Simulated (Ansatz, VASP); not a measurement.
**CuAu3: VASP beside Ansatz**

The input INCAR:

```
PREC = Accurate ; ENCUT = 520
EDIFF = 1E-7 ; ISMEAR = 0
SIGMA = 0.1 ; LREAL = F
LASPH = T ; NELM = 100
ALGO = Normal ; ISIF = 2
LWAVE = F ; LCHARG = F
GGA = PS ; NBANDS = 30
```

The input KPOINTS:

```
Automatic mesh
0
Gamma
  10 10 10
```

The input POSCAR:

```
CuAu3
1.0
    3.9800000000      0.0000000000      0.0000000000
    0.0000000000      3.9800000000      0.0000000000
    0.0000000000      0.0000000000      3.9800000000
Cu Au
1 3
Direct
    0.0000000000      0.0000000000      0.0000000000
    0.0000000000      0.5000000000      0.5000000000
    0.5000000000      0.0000000000      0.5000000000
    0.5000000000      0.5000000000      0.0000000000
```

Input for Ansatz:

```yaml
crystal:
  lattice:
    - [3.98, 0.0, 0.0]
    - [0.0, 3.98, 0.0]
    - [0.0, 0.0, 3.98]
  atoms:
    - { symbol: Cu, position: [0.0, 0.0, 0.0] }
    - { symbol: Au, position: [0.0, 0.5, 0.5] }
    - { symbol: Au, position: [0.5, 0.0, 0.5] }
    - { symbol: Au, position: [0.5, 0.5, 0.0] }
basis:
  ecutwfc: 420
kpoints:
  mp_grid: { grid: [10, 10, 10] }
hamiltonian:
  xc: pbesol
scf:
  occupations: { method: gaussian, width: 0.1 }
output:
  forces: true
  stress: true
  eigenvalues: true
  populations: true
```

Alike in both runs: task single point; functional PBEsol; k mesh 10 × 10 × 10; occupations gaussian, width 0.1 eV; no spin polarisation.

```csv
,VASP,Ansatz
version,VASP 6.6.1,Ansatz 0.2.0
potentials or method,"VASP PAW PBE potentials, release 64 (Cu, Au), cutoff 520 eV","scalar-relativistic, plane waves, PAW"
valence electrons in the cell,44,76
```

|  | VASP | Ansatz | Ansatz less VASP |
| --- | --- | --- | --- |
| gap on the k mesh at the Fermi level (eV) | none | none | - |
| pressure (GPa) | -0.9 | -0.7 | +0.13 |

VASP's potentials were made for PBE, not for PBEsol. A gap of «none» marks a metal or a gap that the smearing closes. With one functional, cell and mesh, what is left measures potentials, basis and numerics. VASP's potentials hold 44 valence electrons a cell and Ansatz's 76, so a difference there can come from the potentials and not from the codes.

Spin-orbit coupling is off throughout.
